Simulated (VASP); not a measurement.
# Ni: relaxation of cell and atoms with r2SCAN

The system is Ni.

```xyz
1
Lattice="0.0000 1.7619 1.7619 1.7619 0.0000 1.7619 1.7619 1.7619 0.0000" Properties=species:S:1:pos:R:3 pbc="T T T"
Ni    0.0000    0.0000    0.0000
```

- Program: VASP 6.6.1
- Task: relaxation of cell and atoms
- Functional: r2SCAN
- Potentials or basis: VASP PAW PBE potentials, release 64 (Ni)
- Cutoff: 600 eV
- k mesh: 16 × 16 × 16
- Occupations: gaussian, width 0.05 eV
- Spin: collinear spin, ferromagnetic start
- Starting moments: [0.7] μB
- Dipole correction: no
- Further INCAR settings: ALGO = Normal; EDIFF = 1e-06; IBRION = 2; EDIFFG = -0.01; NSW = 80; ISIF = 3

```
Relaxed volume                                        : 10.54 Å³/atom
Relaxed cell                                          : a = 2.461 Å, b = 2.461 Å, c = 2.461 Å, α = 60.00°, β = 60.00°, γ = 60.00°
Space group after relaxing (to 0.05 Å)                : Fm-3m (No. 225)
Energy gained by relaxing                             : 9.6 meV/atom
Ionic steps                                           : 3
Pressure after relaxing                               : -0.1 GPa
Net moment                                            : 0.75 μB per cell
Site moments                                          : Ni +0.77 μB
Valence electrons inside the program's atomic spheres : Ni 9.40
```

The path:
| step | energy change (eV) | largest force (eV/Å) | pressure (GPa) | volume (Å³) |
| --- | --- | --- | --- | --- |
| 1 | 0.0000 | 0.0000 | -7.21 | 10.94 |
| 2 | -0.0007 | 0.0000 | 8.02 | 10.18 |
| 3 | -0.0096 | 0.0000 | -0.15 | 10.54 |

Final structure:
```
Ni
1.0
     0.00000    1.74024    1.74024
     1.74024    0.00000    1.74024
     1.74024    1.74024    0.00000
Ni
1
Direct
  0.00000 0.00000 0.00000
```

Levels at points of the mesh, in eV from the Fermi level:
Spin up:
```tsv
k point	band 3	band 4	band 5	band 6	band 7	band 8
(0.00, 0.00, 0.00)	-3.06	-3.06	-1.72	-1.72	24.80	29.20
(0.50, 0.00, 0.00)	-2.98	-1.09	-1.09	-0.48	5.85	23.23
(0.50, 0.50, 0.00)	-1.01	-1.01	-0.97	2.49	9.61	15.70
```
Spin down:
| k point | band 2 | band 3 | band 4 | band 5 | band 6 | band 7 |
| --- | --- | --- | --- | --- | --- | --- |
| (0.00, 0.00, 0.00) | -1.70 | -1.70 | -1.70 | -0.94 | -0.94 | 24.54 |
| (0.50, 0.00, 0.00) | -2.04 | -2.04 | -0.70 | 0.18 | 0.18 | 6.56 |
| (0.50, 0.50, 0.00) | -3.85 | -0.15 | 0.56 | 0.56 | 2.23 | 9.97 |

Run time: 17 min on 1 thread of AMD EPYC 7R13, with other jobs on the host, peak memory 0.13 GiB.

Caveat: the PAW data sets were made with another functional, which shifts forces and pressure a little.
